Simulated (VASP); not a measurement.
Input of a VASP 6.6.1 run:

File INCAR:

```
SYSTEM = In2S
PREC = Accurate ; ENCUT = 520
EDIFF = 1E-6 ; ISMEAR = 0
SIGMA = 0.1 ; LREAL = .FALSE.
LASPH = .TRUE. ; NELM = 80
ALGO = Normal ; ISIF = 2
LWAVE = .FALSE. ; LCHARG = .FALSE.
GGA = PE ; NBANDS = 23
```

KPOINTS

```
regular mesh
0
G
  6 6 4
  0 0 0
```

The input POSCAR:

```
In2S
1.0
    4.2758346300      0.0000000000      0.0000000000
   -2.1379173100      3.7029814100      0.0000000000
    0.0000000000      0.0000000000      5.7751516500
In S
2 1
Direct
    0.3333333300      0.6666666700      0.4000000100
    0.6666666700      0.3333333300      0.5999999900
    0.0000000000      0.0000000000      0.0000000000
```

Potentials or basis: VASP PAW PBE potentials, release 64 (In_d, S).

Launch:

```console
$ cat potpaw_PBE.64/In_d/POTCAR potpaw_PBE.64/S/POTCAR > POTCAR
$ mpirun -np 1 vasp_std > vasp.out
```

(1) What does it give for the band gap on the k mesh?

(2) Predict the largest force.

Answers

(1) zero (bands 16 and 17 overlap by 2.95 eV).

(2) 2.669 eV/Å.

Caveat: spin-orbit coupling is left out, which moves the levels of the heavy elements; forces of over 1 eV/Å act on the atoms, so gaps and moduli don't describe the material at rest.
